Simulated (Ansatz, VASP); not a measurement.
PtS2: VASP beside Ansatz

INCAR

```
ALGO = Normal ; EDIFF = 1E-6
EDIFFG = -0.005 ; ENCUT = 600
GGA = PS ; IBRION = 2
ISIF = 3 ; ISMEAR = 0
LASPH = True ; LCHARG = False
LREAL = False ; LWAVE = False
NELM = 100 ; NSW = 100
PREC = Accurate ; SIGMA = 0.02
```

The input KPOINTS:

```
k-points
0
Gamma
  12 12 8
```

Contents of POSCAR:

```
PtS2
1.0
    3.5431995404      0.0000000000      0.0000000000
   -1.7715997703      3.0685008127      0.0000000000
    0.0000000000      0.0000000000      5.0388000919
Pt S
1 2
Direct
    0.0000000000      0.0000000000      0.0000000000
    0.3333333333      0.6666666667      0.2500000000
    0.6666666667      0.3333333333      0.7500000000
```

Input for Ansatz:

```yaml
crystal:
  lattice:
    - [3.5431995404, 0.0, 0.0]
    - [-1.7715997703, 3.0685008127, 0.0]
    - [0.0, 0.0, 5.0388000919]
  atoms:
    - { symbol: Pt, position: [0.0, 0.0, 0.0] }
    - { symbol: S, position: [0.3333333333, 0.6666666667, 0.25] }
    - { symbol: S, position: [0.6666666667, 0.3333333333, 0.75] }
basis:
  ecutwfc: 420
kpoints:
  mp_grid: { grid: [12, 12, 8] }
hamiltonian:
  xc: pbesol
scf:
  occupations: { method: gaussian, width: 0.02 }
output:
  forces: true
  stress: true
  eigenvalues: true
  write_density: true
  write_potential: true
  elf: true
  volumetric_format: npy
relax:
  adjacent_minimum: "off"
  f_tol: 0.005
  max_steps: 80
  cell: { stress_tol: 0.05 }
```

Alike in both runs: task relaxation of cell and atoms; functional PBEsol; k mesh 12 × 12 × 8; occupations gaussian, width 0.02 eV; no spin polarisation.

```csv
,VASP,Ansatz
version,VASP 6.6.1,Ansatz 0.2.0
potentials or method,"VASP PAW PBE potentials, release 64 (Pt, S), cutoff 600 eV","scalar-relativistic, plane waves, PAW"
valence electrons in the cell,22,30
```

Ansatz gave:

* gap on the k mesh at the Fermi level, each at its own relaxed structure (eV): 0.24
* relaxed volume (Å³/atom): 17.56
* relaxed length of the cell vector where the two differ most in proportion (Å): 4.768

**Question.** Which values does VASP return?

**Answer.** gap on the k mesh at the Fermi level, each at its own relaxed structure (eV): 0.33; relaxed volume (Å³/atom): 17.68; relaxed length of the cell vector where the two differ most in proportion (Å): 4.815.

VASP's potentials were made for PBE, not for PBEsol. VASP's potentials hold 22 valence electrons a cell and Ansatz's 30, so a difference there can come from the potentials and not from the codes.

Neither program's run includes spin-orbit coupling.
